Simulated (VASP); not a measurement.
# WS2 (R3m) in VASP: notebook

WS2 is run at these levels: PBE+D3(BJ); tasks: single point.

Program: VASP 6.6.1. These are calculated values, not measurements. Logs are shortened: lines on timing, memory, paths and dates and some standing lists are left out, and cuts for length are marked.

**1. The cell of the first run**

The structure is trigonal, space group R3m (No. 160). The conventional cell has a = 3.220 Å, b = 3.220 Å, c = 16.379 Å, α = 90.00°, β = 90.00°, γ = 120.00°. W (site symmetry 3m) has 6 S at 2.34 Å and 6 W at 3.22 Å within 3.3 Å. S (site symmetry 3m) has 3 W at 2.34 Å and 10 S at 2.84 to 3.22 Å within 3.3 Å. S (site symmetry 3m) has 3 W at 2.34 Å and 10 S at 2.84 to 3.22 Å within 3.3 Å.

**2. Single point, PBE+D3(BJ)**

Input file INCAR:

```
SYSTEM = WS2
  ALGO = Normal
  EDIFF = 1E-7
  ENCUT = 520
  GGA = PE
  ISIF = 2
  ISMEAR = 0
  IVDW = 12
  LASPH = .True.
  LCHARG = .False.
  LREAL = .False.
  LWAVE = .False.
  NBANDS = 20
  NELM = 60
  PREC = Accurate
  SIGMA = 0.05
```

Input file KPOINTS:

```
k-points
0
Gamma
  12 12 12
  0 0 0
```

Input file POSCAR:

```
WS2
1.0
    1.6101500000      0.9296205359      5.4597666667
   -1.6101500000      0.9296205359      5.4597666667
    0.0000000000     -1.8592410719      5.4597666667
W S
1 2
Direct
    0.9993440419      0.9993440419      0.9993440419
    0.7527816504      0.7527816504      0.7527816504
    0.5791743077      0.5791743077      0.5791743077
```

Potentials or basis: VASP PAW PBE potentials, release 64 (W_sv, S).

Started as:

```console
cat potpaw_PBE.64/W_sv/POTCAR potpaw_PBE.64/S/POTCAR > POTCAR
mpirun -np 1 vasp_std > vasp.out
```

OUTCAR:

```text
SYSTEM = WS2
   EDIFF = 1E-7
   ENCUT = 520
   GGA = PE
   ISIF = 2
   ISMEAR = 0
   IVDW = 12
   LASPH = .True.
   LREAL = .False.
   NELM = 60
   PREC = Accurate
 IVDW          = 12

 ion  position               nearest neighbor table
   1  0.999  0.999  0.999-   2 2.34   2 2.34   2 2.34   3 2.34   3 2.34   3 2.34
   2  0.753  0.753  0.753-   1 2.34   1 2.34   1 2.34
   3  0.579  0.579  0.579-   1 2.34   1 2.34   1 2.34

  LATTYP: Found a trigonal (rhomboedric) cell.
 ALAT       =     5.7676537186
 COS(alpha) =     0.8441293623

  Lattice vectors:

 A1 = (   1.6101500000,   0.9296205359,   5.4597666667)
 A2 = (  -1.6101500000,   0.9296205359,   5.4597666667)
 A3 = (   0.0000000000,  -1.8592410719,   5.4597666667)

Analysis of symmetry for initial positions (statically):
=====================================================================
 Subroutine PRICEL returns:
 Original cell was already a primitive cell.

 Routine SETGRP: Setting up the symmetry group for a
 trigonal (rhombohedral) supercell.

 Subroutine GETGRP returns: Found  6 space group operations
 (whereof  6 operations were pure point group operations)
 out of a pool of 12 trial point group operations.

The static configuration has the point symmetry C_3v.

Analysis of symmetry for dynamics (positions and initial velocities):
=====================================================================
 Subroutine PRICEL returns:
 Original cell was already a primitive cell.

 Routine SETGRP: Setting up the symmetry group for a
 trigonal (rhombohedral) supercell.

 Subroutine GETGRP returns: Found  6 space group operations
 (whereof  6 operations were pure point group operations)
 out of a pool of 12 trial point group operations.

The dynamic configuration has the point symmetry C_3v.

 Subroutine INISYM returns: Found  6 space group operations
 (whereof  6 operations are pure point group operations),
 and found     1 'primitive' translations

----------------------------------------------------------------------------------------

                                     Primitive cell

  volume of cell :      49.0340

  direct lattice vectors                    reciprocal lattice vectors
     1.610150000  0.929620536  5.459766667     0.310530075  0.179284622  0.061052670
    -1.610150000  0.929620536  5.459766667    -0.310530075  0.179284622  0.061052670
[... 85 lines left out ...]
   ENCUT  =  520.0 eV  38.22 Ry    6.18 a.u.  10.72 10.72 10.72*2*pi/ulx,y,z
   NELM   =     60;   NELMIN=  2; NELMDL= -5     # of ELM steps
   EDIFF  = 0.1E-06   stopping-criterion for ELM
   LREAL  =      F    real-space projection
   EDIFFG = 0.1E-05   stopping-criterion for IOM
   NSW    =      0    number of steps for IOM
   IBRION =     -1    ionic relax: 0-MD 1-quasi-New 2-CG
   NFREE  =      0    steps in history (QN), initial steepest desc. (CG)
   ISIF   =      2    stress and relaxation
   ISYM   =      2    0-nonsym 1-usesym 2-fastsym
   POTIM  = 0.5000    time-step for ionic-motion
   TEBEG  =    0.0;   TEEND  =   0.0 temperature during run
   PSTRESS=    0.0 pullay stress
   NELECT =      26.0000    total number of electrons
   NUPDOWN=      -1.0000    fix difference up-down
   EMIN   =  10.00;   EMAX   =-10.00  energy-range for DOS
   EFERMI =   0.00;   METHOD = LEGACY
   ISMEAR =     0;   SIGMA  =   0.05  broadening in eV -4-tet -1-fermi 0-gaus
   EFERMI_NEDOS =   21; number of points for ismear=-14 and -15
   IALGO  =     38    algorithm
   IMIX   =      4    mixing-type and parameters
     AMIX     =   0.40;   BMIX     =  1.00
     AMIX_MAG =   1.60;   BMIX_MAG =  1.00
  volume/ion in A,a.u.               =      16.34       110.30
  Fermi-wavevector in a.u.,A,eV,Ry     =   1.325054  2.503988 23.888665  1.755767
  Thomas-Fermi vector in A             =   2.454543
   LORBIT       =      0    0 simple, 1 ext, 2 COOP (PROOUT), +10 PAW based schemes
   GGA     = PE    functional components
   LHFCALC =     F    Hartree Fock is set to
   AEXX    =    0.0000 exact exchange contribution
   IVDW    =    12    specifies the selected vdW correction
   LEPSILON=     F    determine dielectric tensor
   LRPA    =     F    only Hartree local field effects (RPA)
 non-spin polarized calculation
 Gauss-broadening in eV      SIGMA  =   0.05
  energy-cutoff  :      520.00
  volume of cell :       49.03
 maximum number of plane-waves:      1340
 NGX is ok and might be reduce to    48
   NGX = 21   NGY = 21   NGZ = 21

 number of electron      26.0000000 magnetization

 Free energy of the ion-electron system (eV)
  ---------------------------------------------------
  ext. energy  EPLUGINS =         0.00000000
  ---------------------------------------------------
  free energy    TOTEN  =       -23.06893546 eV

  energy without entropy =      -23.06842480  energy(sigma->0) =      -23.06868013

 E-fermi :   9.0289     XC(G=0): -11.4262

 val. band max:        8.9794336705   @ k =   0.5000   0.5000   0.4167
 cond. band min:       9.0349778829   @ k =  -0.1667   0.5000   0.1667
 fundamental gap:      0.0555442124
 Fermi energy:         9.0289186867

 k-point     1 :       0.0000    0.0000    0.0000
  band No.  band energies     occupation
      1     -65.9933      2.00000
      2     -30.2612      2.00000
      3     -30.2018      2.00000
      4     -30.2018      2.00000
      5      -7.6227      2.00000
      6      -4.6531      2.00000
[... 541 lines left out ...]
     19      16.6659      0.00000
     20      17.5122      0.00000

 [... further k-points ...]

------------------------ aborting loop because EDIFF is reached ----------------------------------------

 Edisp (eV)   -1.40213

 E8    (eV) :    -0.5909

  FORCE on cell =-STRESS in cart. coord.  units (eV):
  Direction    XX          YY          ZZ          XY          YZ          ZX
  --------------------------------------------------------------------------------------
  -------------------------------------------------------------------------------------
  Total       1.68689     1.68689     8.97648     0.00000    -0.00000     0.00000
  in kB      55.11867    55.11867   293.30480     0.00000    -0.00000     0.00000
  external pressure =      134.51 kB  Pullay stress =        0.00 kB

 VOLUME and BASIS-vectors are now :
 -----------------------------------------------------------------------------
  energy-cutoff  :      520.00
  volume of cell :       49.03
      direct lattice vectors                 reciprocal lattice vectors
     1.610150000  0.929620536  5.459766667     0.310530075  0.179284622  0.061052670
    -1.610150000  0.929620536  5.459766667    -0.310530075  0.179284622  0.061052670
     0.000000000 -1.859241072  5.459766667     0.000000000 -0.358569245  0.061052670

 POSITION                                       TOTAL-FORCE (eV/Angst)
 -----------------------------------------------------------------------------------
      0.00000     -0.00000     16.36856         0.000000     -0.000000      0.003078
      0.00000     -0.00000     12.33004         0.000000     -0.000000      2.690448
      0.00000     -0.00000      9.48647         0.000000      0.000000     -2.693526
 -----------------------------------------------------------------------------------
    total drift:                               -0.000000      0.000000     -0.000118

  FREE ENERGIE OF THE ION-ELECTRON SYSTEM (eV)
  ---------------------------------------------------
  free  energy   TOTEN  =       -24.4710681296 eV

  energy  without entropy=      -24.4705574702  energy(sigma->0) =      -24.47081280
```

stdout:

```text
POSCAR found type information on POSCAR W S
 POSCAR found :  2 types and       3 ions
 scaLAPACK will be used
 LDA part: xc-table for (Slater+PW92), standard interpolation
 POSCAR, INCAR and KPOINTS ok, starting setup
 FFT: planning ... GRIDC
 FFT: planning ... GRID_SOFT
 FFT: planning ... GRID
 WAVECAR not read
 entering main loop
```

Wall time 16 min (1 thread of Intel Xeon 8259CL, shared host); peak memory 0.43 GiB.

Results:

```yaml
Free_energy: -24.4711 eV
Pressure: 13.5 GPa
Largest_force: 2.694 eV/Å
Band_gap_on_the_k_mesh: zero (bands 13 and 14 overlap by 0.43 eV)
Dispersion_energy_per_atom: -0.467 eV
```

Forces on the atoms (eV/Å):
```
W    0.000  0.000  0.003
S    0.000  0.000  2.690
S    0.000  0.000 -2.694
```

Stress tensor (GPa, compression positive):
```
 5.51  0.00  0.00
 0.00  5.51  0.00
 0.00  0.00 29.33
```

Caveat: the cell stands under pressure; spin-orbit coupling is left out, which moves the levels of the heavy elements; forces of over 1 eV/Å act on the atoms, so gaps and moduli don't describe the material at rest.

**3. Single point, PBE+D3(BJ)**

This run uses another cell than the first one, of 16.67 Å³/atom.

Input file INCAR:

```
  PREC = Accurate
  ENCUT = 520
  EDIFF = 1E-6
  ISMEAR = 0
  SIGMA = 0.05
  LREAL = F
  LASPH = T
  NELM = 100
  ALGO = Normal
  ISIF = 2
  LWAVE = F
  LCHARG = T
  GGA = PE
  IVDW = 12
  LELF = T
  LVHAR = T
  NBANDS = 20
```

Input file KPOINTS:

```
regular mesh
0
Gamma
  12 12 12
```

Input file POSCAR:

```
WS2
1.0
    1.6259500000      0.9387426702      5.4597666667
   -1.6259500000      0.9387426702      5.4597666667
    0.0000000000     -1.8774853404      5.4597666667
W S
1 2
Direct
    0.9993440419      0.9993440419      0.9993440419
    0.7527816504      0.7527816504      0.7527816504
    0.5791743077      0.5791743077      0.5791743077
```

Potentials or basis: VASP PAW PBE potentials, release 64 (W_sv, S).

Started as:

```console
cat potpaw_PBE.64/W_sv/POTCAR potpaw_PBE.64/S/POTCAR > POTCAR
mpirun -np 1 vasp_std > vasp.out
```

Run time: 15 min. Hardware: 1 thread of Intel Xeon 8259CL, shared host; peak memory 0.45 GiB.

The run converged. Its results:

| Property | Result |
| --- | --- |
| Free energy | -24.4917 eV |
| Pressure | 9.4 GPa |
| Largest force | 2.379 eV/Å |
| Band gap on the k mesh | zero (bands 13 and 14 overlap by 0.46 eV) |
| Dispersion energy per atom | -0.458 eV |

Forces in eV/Å, atoms in the order of the input:
```
W    0.000  0.000  0.005
S    0.000  0.000  2.374
S    0.000  0.000 -2.379
```

Stress tensor (GPa, compression positive):
```
 1.23  0.00  0.00
 0.00  1.23  0.00
 0.00  0.00 25.70
```

Levels at points of the mesh, in eV from the Fermi level:
| k point | band 11 | band 12 | band 13 | band 14 | band 15 | band 16 |
| --- | --- | --- | --- | --- | --- | --- |
| (0.00, 0.00, 0.00) | -3.44 | -0.78 | -0.44 | 1.53 | 1.53 | 2.47 |
| (0.50, 0.00, 0.00) | -2.81 | -2.30 | -1.92 | 1.42 | 1.75 | 3.27 |
| (0.50, 0.50, 0.00) | -3.23 | -3.14 | -1.95 | 1.28 | 1.77 | 2.92 |
| (0.50, 0.50, 0.50) | -3.34 | -3.34 | 0.45 | 1.75 | 1.75 | 2.10 |

Caveat: the cell stands under pressure; spin-orbit coupling is left out, which moves the levels of the heavy elements; forces of over 1 eV/Å act on the atoms, so gaps and moduli don't describe the material at rest.

**4. Single point, PBE+D3(BJ)**

This run uses another cell than the first one, of 15.57 Å³/atom.

Input file INCAR:

```
PREC = Accurate
ENCUT = 520
EDIFF = 1E-6
ISMEAR = 0
SIGMA = 0.05
LREAL = False
LASPH = True
NELM = 60
ALGO = Normal
ISIF = 2
LWAVE = False
LCHARG = True
GGA = PE
IVDW = 12
LELF = True
LVHAR = True
NBANDS = 20
```

Input file KPOINTS:

```
Automatic mesh
0
Gamma
  12 12 12
```

Input file POSCAR:

```
WS2
1.0
    1.5312500000      0.8840675997      5.7496666667
   -1.5312500000      0.8840675997      5.7496666667
    0.0000000000     -1.7681351994      5.7496666667
W S
1 2
Direct
    0.9993440419      0.9993440419      0.9993440419
    0.7527816504      0.7527816504      0.7527816504
    0.5791743077      0.5791743077      0.5791743077
```

Started as:

```console
cat potpaw_PBE.64/W_sv/POTCAR potpaw_PBE.64/S/POTCAR > POTCAR
mpirun -np 1 vasp_std > vasp.out
```

Wall time 15 min (1 thread of Intel Xeon 8259CL, shared host); peak memory 0.43 GiB.

The run converged. Its results:

| Property | Result |
| --- | --- |
| Free energy | -24.5161 eV |
| Pressure | 24.0 GPa |
| Largest force | 2.493 eV/Å |
| Band gap on the k mesh | 0.73 eV (least direct gap 2.06 eV) |
| Dispersion energy per atom | -0.490 eV |

Forces in eV/Å, atoms in the order of the input:
```
W    0.000  0.000  0.002
S    0.000  0.000  2.490
S    0.000  0.000 -2.493
```

Stress tensor (GPa, compression positive):
```
21.96  0.00  0.00
 0.00 21.96  0.00
 0.00  0.00 28.11
```

Levels at points of the mesh, in eV from the valence-band top:
```tsv
k point	band 9	band 10	band 11	band 12	band 13	band 14	band 15	band 16	band 17	band 18
(0.00, 0.00, 0.00)	-4.43	-2.99	-2.99	-1.83	-1.51	1.98	1.98	2.59	2.59	4.75
(0.50, 0.00, 0.00)	-6.25	-5.08	-2.96	-2.31	-2.27	2.23	2.51	3.56	3.85	4.36
(0.50, 0.50, 0.00)	-5.87	-4.94	-3.85	-2.61	-2.07	2.14	2.69	3.09	4.76	4.92
(0.50, 0.50, 0.50)	-4.46	-4.46	-2.93	-2.93	0.00	2.14	2.14	2.33	2.33	4.76
```

Caveat: the cell stands under pressure; spin-orbit coupling is left out, which moves the levels of the heavy elements; forces of over 1 eV/Å act on the atoms, so gaps and moduli don't describe the material at rest.

**5. Single point, PBE+D3(BJ)**

This run uses another cell than the first one, of 15.89 Å³/atom.

Input file INCAR:

```
SYSTEM = WS2
ALGO     = Normal         ! electronic algorithm
EDIFF    = 1E-7           ! SCF threshold, eV
ENCUT    = 520            ! plane-wave cutoff, eV
GGA      = PE             ! functional
ISIF     = 2              ! what is computed and relaxed
ISMEAR   = 0              ! smearing method
IVDW     = 12             ! dispersion correction
LASPH    = .TRUE.         ! aspherical terms in the spheres
LCHARG   = .FALSE.        ! write CHGCAR
LREAL    = .FALSE.        ! projectors in reciprocal space
LWAVE    = .FALSE.        ! write WAVECAR
NBANDS   = 20             ! bands
NELM     = 80             ! most SCF steps
PREC     = Accurate       ! precision mode
SIGMA    = 0.05           ! smearing width, eV
```

Input file KPOINTS:

```
k-points
0
G
  12 12 12
  0 0 0
```

Input file POSCAR:

```
WS2
1.0
    1.5470500000      0.8931897339      5.7496666667
   -1.5470500000      0.8931897339      5.7496666667
    0.0000000000     -1.7863794679      5.7496666667
W S
1 2
Direct
    0.9993440419      0.9993440419      0.9993440419
    0.7527816504      0.7527816504      0.7527816504
    0.5791743077      0.5791743077      0.5791743077
```

Started as:

```console
cat potpaw_PBE.64/W_sv/POTCAR potpaw_PBE.64/S/POTCAR > POTCAR
mpirun -np 1 vasp_std > vasp.out
```

It took 15 min on 1 thread of Intel Xeon 8259CL, shared host; peak memory 0.43 GiB.

The run converged. Its results:

| Property | Result |
| --- | --- |
| Free energy | -24.6319 eV |
| Pressure | 18.9 GPa |
| Largest force | 2.160 eV/Å |
| Band gap on the k mesh | 0.73 eV (least direct gap 1.93 eV) |
| Dispersion energy per atom | -0.480 eV |

Forces in eV/Å, atoms in the order of the input:
```
W    0.000  0.000  0.002
S    0.000  0.000  2.158
S    0.000  0.000 -2.160
```

Stress tensor (GPa, compression positive):
```
16.28  0.00  0.00
 0.00 16.28  0.00
 0.00  0.00 24.03
```

Levels at points of the mesh, in eV from the valence-band top:
| k point | band 11 | band 12 | band 13 | band 14 | band 15 | band 16 |
| --- | --- | --- | --- | --- | --- | --- |
| (0.00, 0.00, 0.00) | -3.05 | -1.72 | -1.46 | 1.86 | 1.86 | 2.48 |
| (0.50, 0.00, 0.00) | -2.92 | -2.36 | -2.29 | 2.06 | 2.41 | 3.44 |
| (0.50, 0.50, 0.00) | -3.79 | -2.70 | -2.08 | 1.97 | 2.57 | 2.97 |
| (0.50, 0.50, 0.50) | -2.99 | -2.99 | 0.00 | 2.03 | 2.03 | 2.22 |

Caveat: the cell stands under pressure; spin-orbit coupling is left out, which moves the levels of the heavy elements; forces of over 1 eV/Å act on the atoms, so gaps and moduli don't describe the material at rest.

**6. Single point, PBE+D3(BJ)**

This run uses another cell than the first one, of 16.22 Å³/atom.

Input file INCAR:

```
SYSTEM = WS2
ALGO = Normal
EDIFF = 1E-7
ENCUT = 520
GGA = PE
ISIF = 2
ISMEAR = 0
IVDW = 12
LASPH = .TRUE.
LCHARG = .FALSE.
LREAL = .FALSE.
LWAVE = .FALSE.
NBANDS = 20
NELM = 60
PREC = Accurate
SIGMA = 0.05
```

KPOINTS is that of step 5.

Input file POSCAR:

```
WS2
1.0
    1.5628000000      0.9022830007      5.7496666667
   -1.5628000000      0.9022830007      5.7496666667
    0.0000000000     -1.8045660014      5.7496666667
W S
1 2
Direct
    0.9993440419      0.9993440419      0.9993440419
    0.7527816504      0.7527816504      0.7527816504
    0.5791743077      0.5791743077      0.5791743077
```

Potentials or basis: VASP PAW PBE potentials, release 64 (W_sv, S).

Started as:

```console
cat potpaw_PBE.64/W_sv/POTCAR potpaw_PBE.64/S/POTCAR > POTCAR
mpirun -np 1 vasp_std > vasp.out
```

Run time: 13 min. Hardware: 1 thread of Intel Xeon 8259CL, shared host; peak memory 0.43 GiB.

The run converged. Its results:

```
Free energy                : -24.7156 eV
Pressure                   : 14.2 GPa
Largest force              : 1.849 eV/Å
Band gap on the k mesh     : 0.60 eV (least direct gap 1.81 eV)
Dispersion energy per atom : -0.470 eV
```

Forces in eV/Å, atoms in the order of the input:
```
W    0.000  0.000  0.002
S    0.000  0.000  1.847
S    0.000  0.000 -1.849
```

Stress tensor (GPa, compression positive):
```
11.12  0.00  0.00
 0.00 11.12  0.00
 0.00  0.00 20.33
```

Levels at points of the mesh, in eV from the valence-band top:
| k point | band 11 | band 12 | band 13 | band 14 | band 15 | band 16 |
| --- | --- | --- | --- | --- | --- | --- |
| (0.00, 0.00, 0.00) | -3.10 | -1.61 | -1.40 | 1.77 | 1.77 | 2.38 |
| (0.50, 0.00, 0.00) | -2.87 | -2.43 | -2.26 | 1.90 | 2.31 | 3.33 |
| (0.50, 0.50, 0.00) | -3.72 | -2.77 | -2.08 | 1.81 | 2.44 | 2.88 |
| (0.50, 0.50, 0.50) | -3.04 | -3.04 | 0.00 | 1.93 | 1.93 | 2.12 |

Caveat: the cell stands under pressure; spin-orbit coupling is left out, which moves the levels of the heavy elements; forces of over 1 eV/Å act on the atoms, so gaps and moduli don't describe the material at rest. As with any semilocal functional, this PBE gap is likely too small.

**7. Overview**

| cell | gap on the mesh (eV) | pressure (GPa) | largest force (eV/Å) |
| --- | --- | --- | --- |
| a = 5.768 Å, angles 32.4°, 3 atoms | none | 13.5 | 2.69 |
| a = 5.774 Å, angles 32.7°, 3 atoms | none | 9.4 | 2.38 |
| a = 6.015 Å, angles 29.5°, 3 atoms | 0.73 | 24.0 | 2.49 |
| a = 6.021 Å, angles 29.8°, 3 atoms | 0.73 | 18.9 | 2.16 |
| a = 6.026 Å, angles 30.1°, 3 atoms | 0.60 | 14.2 | 1.85 |

Alike in all rows: task single point; level PBE+D3(BJ); potentials or basis VASP PAW PBE potentials, release 64 (W_sv, S); no spin polarisation; k mesh 12 × 12 × 12; cutoff (eV) 520; smearing gaussian 0.05 eV.

Caveats: the cell stands under pressure; spin-orbit coupling is left out, which moves the levels of the heavy elements; forces of over 1 eV/Å act on the atoms, so gaps and moduli don't describe the material at rest.

Total energies depend on the potentials used, so only differences within one code and one set of settings carry meaning.
